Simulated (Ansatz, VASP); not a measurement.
Rb3Si2 in VASP and in Ansatz

```
CELL_PARAMETERS angstrom
7.27984 0.00000 0.00000
-3.63992 6.30453 0.00000
0.00000 0.00000 4.76869
ATOMIC_POSITIONS crystal
Rb 0.50000 0.00000 0.50000
Rb 0.00000 0.50000 0.50000
Rb 0.50000 0.50000 0.50000
Si 0.00000 0.00000 0.75620
Si 0.00000 0.00000 0.24380
```

Alike in both runs: task relaxation of cell and atoms; functional PBE; k mesh 3 × 3 × 4; occupations gaussian, width 0.1 eV; no spin polarisation.

```csv
,VASP,Ansatz
version,VASP 6.6.1,Ansatz 0.2.0
potentials or method,"VASP PAW PBE potentials, release 64 (Rb_sv, Si), cutoff 600 eV","scalar-relativistic, plane waves, PAW"
valence electrons in the cell,35,35
```

VASP gave:

```
gap on the k mesh at the Fermi level, each at its own relaxed structure (eV) : none
relaxed volume (Å³/atom)                                                     : 49.13
relaxed length of the cell vector where the two differ most in proportion (Å)              : 7.969
```

Which values does Ansatz return?

gap on the k mesh at the Fermi level, each at its own relaxed structure (eV): none; relaxed volume (Å³/atom): 48.99; relaxed length of the cell vector where the two differ most in proportion (Å): 7.955.

A gap of «none» marks a metal or a gap that the smearing closes.
